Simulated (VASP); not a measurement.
Here is a VASP 6.6.1 calculation.

Contents of POSCAR:

```
Te2Mo
1.0
    5.3303290000      3.1526860000     -0.0711840000
   -1.7330190000      3.0768950000      0.0690490000
    1.5201660000      3.2706780000     13.9741860000
Mo Te
4 8
Direct
    0.0585850000      0.3767850000      0.2534280000
    0.4950120000      0.8614780000      0.2587640000
    0.4372490000      0.0943440000      0.7662650000
    0.9671140000      0.5563180000      0.7435250000
    0.3664000000      0.6792500000      0.6217980000
    0.8451590000      0.1722800000      0.6089540000
    0.2786100000      0.9391260000      0.1098610000
    0.7623990000      0.4279930000      0.1213330000
    0.2474660000      0.5686570000      0.8912570000
    0.7123800000      0.0047660000      0.8839620000
    0.1489830000      0.8219790000      0.3723060000
    0.6633640000      0.3137890000      0.3631300000
```

INCAR.step1

```
PREC = Accurate ; ENCUT = 520
ISMEAR = 0 ; SIGMA = 0.0351
LREAL = F ; LASPH = T
NELM = 150 ; LMAXMIX = 4
LDAU = T ; LDAUTYPE = 2
LDAUL = 2 -1 ; LDAUU = 3.67 0
LDAUJ = 0 0 ; NBANDS = 64
GGA = PE ; ALGO = Normal
EDIFF = 1E-4 ; LWAVE = T
LCHARG = F
```

INCAR.step2

```
PREC = Accurate ; ENCUT = 520
EDIFF = 1E-6 ; ISMEAR = 0
SIGMA = 0.0351 ; LREAL = F
LASPH = T ; NELM = 150
ALGO = Normal ; ISIF = 2
LWAVE = F ; LCHARG = T
LMAXMIX = 4 ; LDAU = T
LDAUTYPE = 2 ; LDAUL = 2 -1
LDAUU = 3.67 0 ; LDAUJ = 0 0
LDAUPRINT = 1 ; METAGGA = R2SCAN
LMIXTAU = T ; LELF = T
LVHAR = T ; NBANDS = 64
ISTART = 1
```

Contents of KPOINTS:

```
Automatic mesh
0
Gamma
  3 5 2
```

Potentials or basis: VASP PAW PBE potentials, release 64 (Mo_sv, Te).

Command:

```console
$ cat potpaw_PBE.64/Mo_sv/POTCAR potpaw_PBE.64/Te/POTCAR > POTCAR
$ cp INCAR.step1 INCAR
$ mpirun -np 1 vasp_std > vasp.out
$ cp INCAR.step2 INCAR
$ mpirun -np 1 vasp_std > vasp.out
```

Predict the band gap on the k mesh.

0.20 eV (least direct gap 0.31 eV).

Predict the largest force.

5.885 eV/Å.

Forces in eV/Å, atoms in the order of the input:
```
Mo  -0.343  0.456 -4.206
Mo   2.178  1.901 -5.126
Mo   0.124  1.568 -3.826
Mo  -1.031  0.713  0.879
Te  -0.513 -0.209  0.790
Te   0.519 -0.040  1.893
Te  -0.669  0.000  1.098
Te  -0.175  0.111  1.103
Te  -1.032 -2.732  0.584
Te   1.788  0.819 -0.682
Te  -0.829 -1.677  4.849
Te  -0.017 -0.909  2.644
```

Caveat: the PAW data sets were made with another functional, which shifts forces and pressure a little; spin-orbit coupling is left out, which moves the levels of the heavy elements; an odd mesh through Γ misses points on the zone boundary, where band edges can lie; the U is typed as a test and isn't derived for this compound.
